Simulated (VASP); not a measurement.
# ZrTa3N4 (P-6m2) in VASP: a series of runs, part 2 of 2

VASP 6.6.1. The steps go on from the part before.

## Step 4: Single point, PBE

This run uses another cell than the first one, of 11.24 Å³/atom, 0.968 times its volume.

Contents of INCAR:

```
  PREC = Accurate
  ENCUT = 520
  EDIFF = 1E-6
  ISMEAR = 0
  SIGMA = 0.2
  LREAL = False
  LASPH = True
  NELM = 60
  ALGO = Normal
  ISIF = 2
  LWAVE = False
  LCHARG = False
  GGA = PE
  NBANDS = 42
```

Contents of KPOINTS:

```
regular mesh
0
Gamma
  12 12 2
```

Contents of POSCAR:

```
ZrTa3N4
1.0
    2.9873676099      0.0000000000      0.0000000000
   -1.4936838050      2.5871362406      0.0000000000
    0.0000000000      0.0000000000     11.6370042716
Zr Ta N
1 3 4
Direct
    0.0000000000      0.0000000000      0.0000000000
    0.0000000000      0.0000000000      0.5000000000
    0.0000000000      0.0000000000      0.7481009691
    0.0000000000      0.0000000000      0.2518990309
    0.3333333333      0.6666666667      0.6231961211
    0.3333333333      0.6666666667      0.3768038789
    0.3333333333      0.6666666667      0.8661173632
    0.3333333333      0.6666666667      0.1338826368
```

Potentials or basis: VASP PAW PBE potentials, release 64 (Zr_sv, Ta_pv, N).

Started as:

```sh
$ cat potpaw_PBE.64/Zr_sv/POTCAR potpaw_PBE.64/Ta_pv/POTCAR potpaw_PBE.64/N/POTCAR > POTCAR
$ mpirun -np 1 vasp_std > vasp.out
```

OUTCAR:

```text
PREC = Accurate
   ENCUT = 520
   EDIFF = 1E-6
   ISMEAR = 0
   LREAL = False
   LASPH = True
   NELM = 60
   ISIF = 2
   GGA = PE

 ion  position               nearest neighbor table
   1  0.000  0.000  0.000-   7 2.32   8 2.32   7 2.32   8 2.32   7 2.32   8 2.32   3 2.93   4 2.93

   2  0.000  0.000  0.500-   5 2.24   6 2.24   5 2.24   6 2.24   5 2.24   6 2.24   3 2.89   4 2.89

   3  0.000  0.000  0.748-   7 2.20   7 2.20   7 2.20   5 2.26   5 2.26   5 2.26   2 2.89   1 2.93

   4  0.000  0.000  0.252-   8 2.20   8 2.20   8 2.20   6 2.26   6 2.26   6 2.26   2 2.89   1 2.93

   5  0.333  0.667  0.623-   2 2.24   2 2.24   2 2.24   3 2.26   3 2.26   3 2.26
   6  0.333  0.667  0.377-   2 2.24   2 2.24   2 2.24   4 2.26   4 2.26   4 2.26
   7  0.333  0.667  0.866-   3 2.20   3 2.20   3 2.20   1 2.32   1 2.32   1 2.32
   8  0.333  0.667  0.134-   4 2.20   4 2.20   4 2.20   1 2.32   1 2.32   1 2.32

  LATTYP: Found a hexagonal cell.
 ALAT       =     2.9873676099
 C/A-ratio  =     3.8954041789

  Lattice vectors:

 A1 = (   2.9873676099,   0.0000000000,   0.0000000000)
 A2 = (  -1.4936838050,   2.5871362406,   0.0000000000)
 A3 = (   0.0000000000,   0.0000000000,  11.6370042716)

Analysis of symmetry for initial positions (statically):
=====================================================================
 Subroutine PRICEL returns:
 Original cell was already a primitive cell.

 Routine SETGRP: Setting up the symmetry group for a
 hexagonal supercell.

 Subroutine GETGRP returns: Found 12 space group operations
 (whereof 12 operations were pure point group operations)
 out of a pool of 24 trial point group operations.

The static configuration has the point symmetry D_3h.

Analysis of symmetry for dynamics (positions and initial velocities):
=====================================================================
 Subroutine PRICEL returns:
 Original cell was already a primitive cell.

 Routine SETGRP: Setting up the symmetry group for a
 hexagonal supercell.

 Subroutine GETGRP returns: Found 12 space group operations
 (whereof 12 operations were pure point group operations)
 out of a pool of 24 trial point group operations.

The dynamic configuration has the point symmetry D_3h.

 Subroutine INISYM returns: Found 12 space group operations
 (whereof 12 operations are pure point group operations),
 and found     1 'primitive' translations

----------------------------------------------------------------------------------------

                                     Primitive cell

  volume of cell :      89.9392

  direct lattice vectors                    reciprocal lattice vectors
     2.987367610  0.000000000  0.000000000     0.334742867  0.193263885  0.000000000
    -1.493683805  2.587136241  0.000000000     0.000000000  0.386527769  0.000000000
     0.000000000  0.000000000 11.637004272     0.000000000  0.000000000  0.085932769

  length of vectors
     2.987367610  2.987367610 11.637004272     0.386527769  0.386527769  0.085932769

  position of ions in fractional coordinates (direct lattice)
     0.000000000  0.000000000  0.000000000
     0.000000000  0.000000000  0.500000000
[... 40 lines left out ...]
 ===========================================

 Found     38 irreducible k-points:

 Following reciprocal coordinates:
            Coordinates               Weight
  0.000000  0.000000  0.000000      1.000000
  0.083333  0.000000  0.000000      6.000000
  0.166667  0.000000  0.000000      6.000000
  0.250000 -0.000000  0.000000      6.000000
  0.333333 -0.000000  0.000000      6.000000
  0.416667 -0.000000  0.000000      6.000000
[... 16 lines left out ...]
  0.250000 -0.000000  0.500000      6.000000
  0.333333 -0.000000  0.500000      6.000000
 [... further k-points ...]
   k-points           NKPTS =     38   k-points in BZ     NKDIM =     38   number of bands    NBANDS=     42
   number of dos      NEDOS =    301   number of ions     NIONS =      8
   total plane-waves  NPLWV =  51840
   dimension x,y,z NGX =    24 NGY =   24 NGZ =   90
   dimension x,y,z NGXF=    48 NGYF=   48 NGZF=  180
   ions per type =               1   3   4
   NGX,Y,Z   is equivalent  to a cutoff of  13.36, 13.36, 12.86 a.u.
   NGXF,Y,Z  is equivalent  to a cutoff of  26.71, 26.71, 25.71 a.u.
 SYSTEM =  unknown system
   PREC   = accura    normal or accurate (medium, high low for compatibility)
   ISTART =      0    job   : 0-new  1-cont  2-samecut
   ICHARG =      2    charge: 1-file 2-atom 10-const
   ISPIN  =      1    spin polarized calculation?
   LNONCOLLINEAR =      F non collinear calculations
   LSORBIT =      F    spin-orbit coupling
   LASPH  =      T    aspherical Exc in radial PAW
   ENCUT  =  520.0 eV  38.22 Ry    6.18 a.u.   5.55  5.55 21.64*2*pi/ulx,y,z
   NELM   =     60;   NELMIN=  2; NELMDL= -5     # of ELM steps
   EDIFF  = 0.1E-05   stopping-criterion for ELM
   LREAL  =      F    real-space projection
   EDIFFG = 0.1E-04   stopping-criterion for IOM
   NSW    =      0    number of steps for IOM
   IBRION =     -1    ionic relax: 0-MD 1-quasi-New 2-CG
   NFREE  =      0    steps in history (QN), initial steepest desc. (CG)
   ISIF   =      2    stress and relaxation
   ISYM   =      2    0-nonsym 1-usesym 2-fastsym
   POTIM  = 0.5000    time-step for ionic-motion
   TEBEG  =    0.0;   TEEND  =   0.0 temperature during run
   PSTRESS=    0.0 pullay stress
   NELECT =      65.0000    total number of electrons
   NUPDOWN=      -1.0000    fix difference up-down
   EMIN   =  10.00;   EMAX   =-10.00  energy-range for DOS
   EFERMI =   0.00;   METHOD = LEGACY
   ISMEAR =     0;   SIGMA  =   0.20  broadening in eV -4-tet -1-fermi 0-gaus
   EFERMI_NEDOS =   21; number of points for ismear=-14 and -15
   IALGO  =     38    algorithm
   IMIX   =      4    mixing-type and parameters
     AMIX     =   0.40;   BMIX     =  1.00
     AMIX_MAG =   1.60;   BMIX_MAG =  1.00
  volume/ion in A,a.u.               =      11.24        75.87
  Fermi-wavevector in a.u.,A,eV,Ry     =   1.469139  2.776270 29.366400  2.158369
  Thomas-Fermi vector in A             =   2.584552
   LORBIT       =      0    0 simple, 1 ext, 2 COOP (PROOUT), +10 PAW based schemes
   GGA     = PE    functional components
   LHFCALC =     F    Hartree Fock is set to
   AEXX    =    0.0000 exact exchange contribution
   IVDW    =     0    specifies the selected vdW correction
   LEPSILON=     F    determine dielectric tensor
   LRPA    =     F    only Hartree local field effects (RPA)
 non-spin polarized calculation
 Gauss-broadening in eV      SIGMA  =   0.20
  energy-cutoff  :      520.00
  volume of cell :       89.94
 maximum number of plane-waves:      2491
 NGX is ok and might be reduce to    24

 number of electron      65.0000000 magnetization

 Free energy of the ion-electron system (eV)
  ---------------------------------------------------
  ext. energy  EPLUGINS =         0.00000000
  ---------------------------------------------------
  free energy    TOTEN  =       -86.85106557 eV

  energy without entropy =      -86.80805844  energy(sigma->0) =      -86.82956201

 E-fermi :   8.5562     XC(G=0): -13.0417

 val. band max:        8.5339717839   @ k =   0.0833   0.0000   0.0000
 cond. band min:       8.6013639404   @ k =   0.4167  -0.0000   0.5000
 fundamental gap:      0.0673921565
 Fermi energy:         8.5561811494

 k-point     1 :       0.0000    0.0000    0.0000
  band No.  band energies     occupation
      1     -40.0515      2.00000
      2     -26.6828      2.00000
      3     -26.3062      2.00000
      4     -26.0517      2.00000
      5     -25.7863      2.00000
      6     -25.7863      2.00000
[... 1069 lines left out ...]
     41      12.6194      0.00000
     42      13.3258      0.00000

 [... further k-points ...]
[... 5 lines left out ...]
  --------------------------------------------------------------------------------------
  -------------------------------------------------------------------------------------
  Total        0.3032394      0.3032394      0.4634406     -0.0000000      0.0000000      0.0000000
  in kB        5.4019070      5.4019070      8.2557309     -0.0000000      0.0000000      0.0000000
  external PRESSURE =       6.3531816 kB  Pullay stress =       0.0000000 kB

 VOLUME and BASIS-vectors are now :
 -----------------------------------------------------------------------------
  energy-cutoff  :      520.00
  volume of cell :       89.94
      direct lattice vectors                 reciprocal lattice vectors
     2.987367610  0.000000000  0.000000000     0.334742867  0.193263885  0.000000000
    -1.493683805  2.587136241  0.000000000     0.000000000  0.386527769  0.000000000
     0.000000000  0.000000000 11.637004272     0.000000000  0.000000000  0.085932769

 POSITION                                       TOTAL-FORCE (eV/Angst)
 -----------------------------------------------------------------------------------
      0.00000      0.00000      0.00000        -0.000000      0.000000      0.000000
      0.00000      0.00000      5.81850        -0.000000      0.000000      0.000000
      0.00000      0.00000      8.70565        -0.000000      0.000000     -0.016818
      0.00000      0.00000      2.93135        -0.000000      0.000000      0.016818
     -0.00000      1.72476      7.25214        -0.000000     -0.000000      0.002415
     -0.00000      1.72476      4.38487         0.000000     -0.000000     -0.002415
     -0.00000      1.72476     10.07901         0.000000      0.000000      0.012436
     -0.00000      1.72476      1.55799         0.000000      0.000000     -0.012436
 -----------------------------------------------------------------------------------
    total drift:                                0.000000     -0.000000     -0.000000

  FREE ENERGIE OF THE ION-ELECTRON SYSTEM (eV)
  ---------------------------------------------------
  free  energy   TOTEN  =       -86.8510655739 eV

  energy  without entropy=      -86.8080584392  energy(sigma->0) =      -86.82956201
```

Run time: 3.5 min. Hardware: 1 thread of Intel Xeon Platinum 8259CL at 2.50GHz (Skylake/Cascade Lake), shared host; peak memory 0.29 GiB.

What came out:

```yaml
Free_energy: -86.8511 eV
Pressure: 0.6 GPa
Largest_force: 0.017 eV/Å
```

Forces on the atoms (eV/Å):
```
Zr   0.000  0.000  0.000
Ta   0.000  0.000  0.000
Ta   0.000  0.000 -0.017
Ta   0.000  0.000  0.017
N    0.000  0.000  0.002
N    0.000  0.000 -0.002
N    0.000  0.000  0.012
N    0.000  0.000 -0.012
```

Stress tensor (GPa, compression positive):
```
0.54 0.00 0.00
0.00 0.54 0.00
0.00 0.00 0.83
```

Caveat: spin-orbit coupling is left out, which moves the levels of the heavy elements.

## Step 5: Relaxation of cell and atoms, PBE

This run uses another cell than the first one, of the same volume but with other edges.

Contents of INCAR:

```
SYSTEM = ZrTa3N4
ALGO = Normal
EDIFF = 1E-6
EDIFFG = -0.08
ENCUT = 600
GGA = PE
IBRION = 2
ISIF = 3
ISMEAR = 0
LASPH = .TRUE.
LCHARG = .FALSE.
LREAL = .FALSE.
LWAVE = .FALSE.
NELM = 60
NSW = 36
PREC = Accurate
SIGMA = 0.15
```

Contents of KPOINTS:

```
k-points
0
G
  3 3 4
  0 0 0
```

Contents of POSCAR:

```
ZrTa3N4
1.0
    6.0029147400      0.0000000000      0.0000000000
   -3.0014573700      5.1986766600      0.0000000000
    0.0000000000      0.0000000000      2.9762350400
Zr Ta N
1 3 4
Direct
    0.0000000000      0.0000000000      0.0000000000
    0.5000000000      0.0000000000      0.0000000000
    0.0000000000      0.5000000000      0.0000000000
    0.5000000000      0.5000000000      0.0000000000
    0.1666670000      0.8333330000      0.5000000000
    0.6666660000      0.8333330000      0.5000000000
    0.6666666700      0.3333333300      0.5000000000
    0.1666670000      0.3333340000      0.5000000000
```

Started as:

```sh
$ cat potpaw_PBE.64/Zr_sv/POTCAR potpaw_PBE.64/Ta_pv/POTCAR potpaw_PBE.64/N/POTCAR > POTCAR
$ mpirun -np 1 vasp_std > vasp.out
```

Run time: 3.7 min. Hardware: 1 thread of Intel Xeon Platinum 8259CL at 2.50GHz (Skylake/Cascade Lake), shared host; peak memory 0.26 GiB.

The run converged. Its results:

```yaml
Free_energy: -86.6848 eV
Relaxed_volume: 11.27 Å³/atom
Relaxed_cell: a = 5.974 Å, b = 5.974 Å, c = 2.918 Å, α = 90.00°, β = 90.00°, γ = 120.00°
Space_group_after_relaxing_to_0.05_Å: P-6m2 (No. 187)
Energy_gained_by_relaxing: 26.2 meV/atom
Ionic_steps: 7
Pressure_after_relaxing: 0.1 GPa
Largest_force_after_relaxing: 0.047 eV/Å
```

Forces on the atoms (eV/Å):
```
Zr   0.000  0.000  0.000
Ta   0.000 -0.023  0.000
Ta   0.020  0.011  0.000
Ta  -0.020  0.011  0.000
N   -0.040  0.023  0.000
N    0.040  0.023  0.000
N    0.000  0.000  0.000
N    0.000 -0.047  0.000
```

Stress tensor (GPa, compression positive):
```
 0.69  0.00  0.00
 0.00  0.69  0.00
 0.00  0.00 -1.12
```

The path:
```tsv
step	energy change (eV)	largest force (eV/Å)	pressure (GPa)	volume (Å³)
1	0.0000	0.9661	-8.73	92.88
2	0.2570	0.3165	23.61	84.59
3	-0.1588	0.7311	1.98	89.60
4	-0.1590	0.7239	2.30	89.52
5	-0.2075	0.1062	-0.30	90.35
6	-0.2075	0.0979	-0.32	90.36
7	-0.2096	0.0466	0.09	90.18
```

Final structure:
```xyz
8
Lattice="5.9742 0.0000 0.0000 -2.9871 5.1738 0.0000 0.0000 0.0000 2.9175" Properties=species:S:1:pos:R:3 pbc="T T T"
Zr    0.0000    0.0000    2.9175
Ta    0.0000    5.1603    0.0000
Ta   -1.4818    2.5937    0.0000
Ta    1.4818    2.5937    0.0000
N    -1.4395    4.2803    1.4588
N     1.4394    4.2803    1.4588
N     2.9871    1.7246    1.4588
N     0.0000    1.7871    1.4588
```

Levels at points of the mesh, in eV from the Fermi level:
```
           k point  band 29  band 30  band 31  band 32  band 33  band 34  band 35  band 36
(0.00, 0.00, 0.00)    -2.48    -2.25    -2.25    -2.13    -2.13     2.78     3.32     3.69
(0.00, 0.00, 0.50)    -2.85     0.03     0.51     0.51     0.69     0.69     2.99     3.94
```

Caveat: the k points lie up to 0.54 Å⁻¹ apart in the final cell; spin-orbit coupling is left out, which moves the levels of the heavy elements; the relaxation stopped at a loose force limit of 0.08 eV/Å, so its end isn't a converged minimum.

## Step 6: Summary

| task | cell | k mesh | cutoff (eV) | smearing | gap on the mesh (eV) | pressure (GPa) | relaxed volume (Å³/atom) | largest force (eV/Å) |
| --- | --- | --- | --- | --- | --- | --- | --- | --- |
| relaxation of cell and atoms | relaxed from a = 3.000, b = 3.000, c = 11.918 Å, angles 90.0, 90.0, 120.0°, 8 atoms | 5 × 5 × 1 | 600 | gaussian 0.15 eV | none | -0.1 | 11.27 | - |
| single point | a = 2.901, b = 5.988, c = 5.988 Å, angles 120.0, 90.0, 90.0°, 8 atoms | 8 × 6 × 6 | 520 | gaussian 0.2 eV | none | 0.6 | - | 0.02 |
| single point | a = 2.987, b = 2.987, c = 11.637 Å, angles 90.0, 90.0, 120.0°, 8 atoms | 12 × 12 × 2 | 520 | gaussian 0.2 eV | none | 0.6 | - | 0.02 |
| relaxation of cell and atoms | relaxed from a = 6.003, b = 6.003, c = 2.976 Å, angles 90.0, 90.0, 120.0°, 8 atoms | 3 × 3 × 4 | 600 | gaussian 0.15 eV | none | 0.1 | 11.27 | 0.05 |

Alike in all rows: level PBE; potentials or basis VASP PAW PBE potentials, release 64 (Zr_sv, Ta_pv, N); no spin polarisation.

Caveats: some runs use coarse meshes; spin-orbit coupling is left out, which moves the levels of the heavy elements; the relaxation stopped at a loose force limit of 0.08 eV/Å, so its end isn't a converged minimum (some runs).

Total energies depend on the potentials used, so only differences within one code and one set of settings carry meaning.
